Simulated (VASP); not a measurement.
BaS, 2 atoms in the cell. Symmetry: Fm-3m, No. 225, cubic system. The conventional cell has a = 6.332 Å, b = 6.332 Å, c = 6.332 Å, α = 90.00°, β = 90.00°, γ = 90.00°. Within 4.2 Å of Ba (site symmetry m-3m) lie 6 S at 3.17 Å. Within 4.2 Å of S (site symmetry m-3m) lie 6 Ba at 3.17 Å. 

```yaml
Program: VASP 6.6.1
Task: single point
Functional: PBEsol
Potentials_or_basis: VASP PAW PBE potentials, release 64 (Ba_sv, S)
Cutoff: 520 eV
k_mesh: 6 × 6 × 6
Occupations: gaussian, width 0.05 eV
Spin: no spin polarisation
Dipole_correction: no
Further_INCAR_settings: ALGO = Normal; EDIFF = 1e-07; NBANDS = 15
```

Potentials or basis: VASP PAW PBE potentials, release 64 (Ba_sv, S).

Launch:

```bash
$ cat potpaw_PBE.64/Ba_sv/POTCAR potpaw_PBE.64/S/POTCAR > POTCAR
$ mpirun -np 1 vasp_std > vasp.out
```

Hardware: 1 thread of Intel(R) Xeon(R) Platinum 8259CL CPU @ 2.50GHz (Skylake/Cascade Lake), with other jobs on the host.

Task: Estimate the wall time of this run.

Result: It took 30 s on 1 thread of Intel(R) Xeon(R) Platinum 8259CL CPU @ 2.50GHz (Skylake/Cascade Lake), with other jobs on the host, peak memory 0.2 GiB. Counts: scf iterations 13, k points 16.
